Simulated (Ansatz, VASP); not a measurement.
## Al2Ru: VASP beside Ansatz

Contents of INCAR:

```
SYSTEM = Al2Ru
PREC = Accurate ; ENCUT = 520
EDIFF = 1E-6 ; ISMEAR = 0
SIGMA = 0.03 ; LREAL = .FALSE.
LASPH = .TRUE. ; NELM = 80
ALGO = Fast ; ISIF = 2
LWAVE = .FALSE. ; LCHARG = .FALSE.
NBANDS = 29
```

Contents of KPOINTS:

```
regular mesh
0
G
  10 10 10
  0 0 0
```

POSCAR

```
Al2Ru
1.0
    0.0000000000      4.0913495965      4.4979292040
    2.2695705013      0.0000000000      4.4979292040
    2.2695705013      4.0913495965      0.0000000000
Al Ru
4 2
Direct
    0.0788992938      0.4211007062      0.0788992938
    0.4211007062      0.0788992938      0.4211007062
    0.1711007062      0.8288992938      0.1711007062
    0.8288992938      0.1711007062      0.8288992938
    0.7500000000      0.7500000000      0.7500000000
    0.5000000000      0.5000000000      0.5000000000
```

Input for Ansatz:

```yaml
crystal:
  lattice:
    - [0.0, 4.0913495965, 4.497929204]
    - [2.2695705013, 0.0, 4.497929204]
    - [2.2695705013, 4.0913495965, 0.0]
  atoms:
    - { symbol: Al, position: [0.0788992938, 0.4211007062, 0.0788992938] }
    - { symbol: Al, position: [0.4211007062, 0.0788992938, 0.4211007062] }
    - { symbol: Al, position: [0.1711007062, 0.8288992938, 0.1711007062] }
    - { symbol: Al, position: [0.8288992938, 0.1711007062, 0.8288992938] }
    - { symbol: Ru, position: [0.75, 0.75, 0.75] }
    - { symbol: Ru, position: [0.5, 0.5, 0.5] }
basis:
  ecutwfc: 420
kpoints:
  mp_grid: { grid: [10, 10, 10] }
hamiltonian:
  xc: lda
  pseudopotentials: { kind: paw, azcp: { folder: soft_1 } }
scf:
  occupations: { method: gaussian, width: 0.03 }
output:
  forces: true
  stress: true
  eigenvalues: true
```

Change from the starting cell: volume 13.922 Å^3 an atom, stretch along a over the lengths across it, relative to the relaxed cell 0.9415.

Alike in both runs: task single point; functional LDA; k mesh 10 × 10 × 10; occupations gaussian, width 0.03 eV; no spin polarisation.

|  | VASP | Ansatz |
| --- | --- | --- |
| version | VASP 6.6.1 | Ansatz 0.2.0 |
| potentials or method | VASP PAW LDA potentials, release 64 (Al, Ru_pv), cutoff 520 eV | scalar-relativistic, plane waves, PAW |
| valence electrons in the cell | 40 | 44 |

```tsv
	VASP	Ansatz	Ansatz less VASP
gap on the k mesh at the Fermi level (eV)	none	none	-
pressure (GPa)	-5.8	-6.2	-0.41
traceless stress, the component that is largest in VASP (GPa)	10.51	10.48	-0.035
rms of the force components (eV/Å)	0.099	0.097	-0.0013
```

Ansatz warns that its potentials were made for another functional, while VASP's fit it. LDA's correlation is that of Perdew and Zunger in VASP and of Perdew and Wang (1992) in Ansatz. Atom by atom the forces differ by 0.001 eV/Å (rms over components). A gap of «none» marks a metal or a gap that the smearing closes. VASP's potentials hold 40 valence electrons a cell and Ansatz's 44, so a difference there can come from the potentials and not from the codes.
